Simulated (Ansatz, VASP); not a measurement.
# PbF2 in VASP and in Ansatz

File POSCAR:

```
PbF2
1.0
    2.1210841894      1.2246085277      3.4660246807
   -2.1210841894      1.2246085277      3.4660246807
    0.0000000000     -2.4492170554      3.4660246807
Pb F
1 2
Direct
    0.0000000000      0.0000000000      0.0000000000
    0.2499510902      0.2499510902      0.2499510902
    0.7500489098      0.7500489098      0.7500489098
```

File INCAR.step1:

```
SYSTEM = PbF2
PREC = Accurate
ENCUT = 520
ISMEAR = 0
SIGMA = 0.05
LREAL = .FALSE.
LASPH = .TRUE.
NELM = 80
NBANDS = 21
GGA = PE
ALGO = Normal
EDIFF = 1E-4
LWAVE = .TRUE.
LCHARG = .FALSE.
```

Contents of INCAR.step2:

```
SYSTEM = PbF2
PREC = Accurate
ENCUT = 520
EDIFF = 1E-6
ISMEAR = 0
SIGMA = 0.05
LREAL = .FALSE.
LASPH = .TRUE.
NELM = 80
ALGO = Normal
ISIF = 2
LWAVE = .FALSE.
LCHARG = .TRUE.
METAGGA = R2SCAN
LMIXTAU = .TRUE.
LELF = .TRUE.
LVHAR = .TRUE.
NBANDS = 21
ISTART = 1
```

Contents of KPOINTS:

```
regular mesh
0
G
  10 10 10
  0 0 0
```

Input for Ansatz:

```yaml
crystal:
  lattice:
    - [2.1210841894, 1.2246085277, 3.4660246807]
    - [-2.1210841894, 1.2246085277, 3.4660246807]
    - [0.0, -2.4492170554, 3.4660246807]
  atoms:
    - { symbol: Pb, position: [0.0, 0.0, 0.0] }
    - { symbol: F, position: [0.2499510902, 0.2499510902, 0.2499510902] }
    - { symbol: F, position: [0.7500489098, 0.7500489098, 0.7500489098] }
basis:
  ecutwfc: 500
  ecutrho_ratio: 4
kpoints:
  mp_grid: { grid: [10, 10, 10] }
hamiltonian:
  xc: r2scan
scf:
  occupations: { method: gaussian, width: 0.05 }
output:
  forces: true
  stress: true
  eigenvalues: true
  populations: true
  write_density: true
  write_potential: true
  elf: true
  volumetric_format: npy
```

Alike in both runs: task single point; functional r2SCAN; k mesh 10 × 10 × 10; occupations gaussian, width 0.05 eV; no spin polarisation.

```csv
,VASP,Ansatz
version,VASP 6.6.1,Ansatz 0.2.0
potentials or method,"VASP PAW PBE potentials, release 64 (Pb_d, F), cutoff 520 eV","scalar-relativistic, plane waves, PAW"
valence electrons in the cell,28,28
```

|  | VASP | Ansatz | Ansatz less VASP |
| --- | --- | --- | --- |
| gap on the k mesh at the Fermi level (eV) | 4.95 | 4.95 | 0.000 |
| least direct gap on the mesh (eV) | 5.08 | 5.08 | -0.002 |
| pressure (GPa) | -2.9 | -2.8 | +0.10 |

VASP's potentials were made for PBE, not for r2SCAN.

Neither program's run includes spin-orbit coupling.
